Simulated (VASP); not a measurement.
HfC, 2 atoms in the cell. It takes space group Fm-3m (No. 225, cubic). Conventional cell: a = 4.523 Å, b = 4.523 Å, c = 4.523 Å, α = 90.00°, β = 90.00°, γ = 90.00°. Within 3.0 Å of Hf (site symmetry m-3m) lie 6 C at 2.26 Å. C (site symmetry m-3m) has 6 Hf at 2.26 Å within 3.0 Å. 

- Program: VASP 6.6.1
- Task: single point
- Functional: PBEsol
- Potentials or basis: VASP PAW PBE potentials, release 64 (Hf_pv, C)
- Cutoff: 520 eV
- k mesh: 11 × 11 × 11
- Occupations: fermi-dirac, width 0.05 eV
- Spin: no spin polarisation
- Dipole correction: no
- Further INCAR settings: ALGO = Normal; EDIFF = 1e-07; NBANDS = 14

Potentials or basis: VASP PAW PBE potentials, release 64 (Hf_pv, C).

Command:

```sh
$ cat potpaw_PBE.64/Hf_pv/POTCAR potpaw_PBE.64/C/POTCAR > POTCAR
$ mpirun -np 1 vasp_std > vasp.out
```

Hardware: 1 thread of Intel(R) Xeon(R) Platinum 8488C (Sapphire Rapids) (shared host).

Estimate the wall time of this run.

It took 8.6 s on 1 thread of Intel(R) Xeon(R) Platinum 8488C (Sapphire Rapids), with other jobs on the host, peak memory 0.15 GiB. Counts: scf iterations 14, k points 56.
